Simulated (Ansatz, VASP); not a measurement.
AlN in VASP and in Ansatz

Contents of INCAR:

```
SYSTEM = AlN
PREC = Accurate
ENCUT = 520
EDIFF = 1E-6
ISMEAR = 0
SIGMA = 0.01
LREAL = .FALSE.
LASPH = .TRUE.
NELM = 80
ALGO = Normal
ISIF = 2
LWAVE = .FALSE.
LCHARG = .FALSE.
GGA = CA
NBANDS = 16
```

File KPOINTS:

```
regular mesh
0
G
  8 8 4
  0 0 0
```

Contents of POSCAR:

```
AlN
1.0
    3.1505454529      0.0000000000      0.0000000000
   -1.5752727264      2.7284523980      0.0000000000
    0.0000000000      0.0000000000      4.8788102825
Al N
2 2
Direct
    0.3333333333      0.6666666667     -0.0040885541
    0.6666666667      0.3333333333      0.4959114459
    0.3333333333      0.6666666667      0.3840885541
    0.6666666667      0.3333333333      0.8840885541
```

Input for Ansatz:

```yaml
crystal:
  lattice:
    - [3.15054545289, 0.0, 0.0]
    - [-1.57527272644, 2.72845239798, 0.0]
    - [0.0, 0.0, 4.87881028252]
  atoms:
    - { symbol: Al, position: [0.333333333333, 0.666666666667, -0.00408855413] }
    - { symbol: Al, position: [0.666666666667, 0.333333333333, 0.49591144587] }
    - { symbol: "N", position: [0.333333333333, 0.666666666667, 0.38408855413] }
    - { symbol: "N", position: [0.666666666667, 0.333333333333, 0.88408855413] }
kpoints:
  mp_grid: { grid: [8, 8, 4] }
scf:
  occupations: { method: fixed }
  convergence: { dr2_threshold: 1.0e-10 }
hamiltonian:
  xc: lda
  pseudopotentials: { kind: all_electron, lapw: { basis_error: 0.0005 } }
output:
  forces: true
  stress: true
  eigenstates:
    kpoints:
      - [0.0, 0.0, 0.0]
      - [0.5, -0.5, -0.334263829]
      - [0.0, 0.5, -0.334263829]
      - [0.5, 0.0, -0.334263829]
      - [-0.666666667, 0.333333333, 0.0]
      - [0.0, 0.0, -0.5]
      - [-0.5, 0.0, 0.0]
      - [-0.5, 0.5, 0.0]
      - [0.0, -0.5, 0.0]
      - [-0.5, 0.0, -0.5]
      - [-0.5, 0.5, -0.5]
      - [0.0, -0.5, -0.5]
  eigenvalues: true
```

Change from the starting cell: film at in-plane strain +0.02.

Alike in both runs: task single point; functional LDA; k mesh 8 × 8 × 4; no spin polarisation.

```csv
,VASP,Ansatz
version,VASP 6.6.1,Ansatz 0.2.0
potentials or method,"VASP PAW LDA potentials, release 64 (Al, N), cutoff 520 eV","all-electron LAPW, scalar-relativistic"
occupations,"gaussian, width 0.01 eV",fixed
```

```tsv
	VASP	Ansatz	Ansatz less VASP
gap on the k mesh at the Fermi level (eV)	4.00	4.00	-0.004
pressure (GPa)	-5.3	-5.8	-0.50
traceless stress, the component that is largest in VASP (GPa)	5.86	5.80	-0.054
rms of the force components (eV/Å)	0.004	0.000	-0.0039
```

LDA's correlation is that of Perdew and Zunger in VASP and of Perdew and Wang (1992) in Ansatz. Atom by atom the forces differ by 0.004 eV/Å (rms over components). Ansatz ran all-electron here, and VASP with PAW potentials.
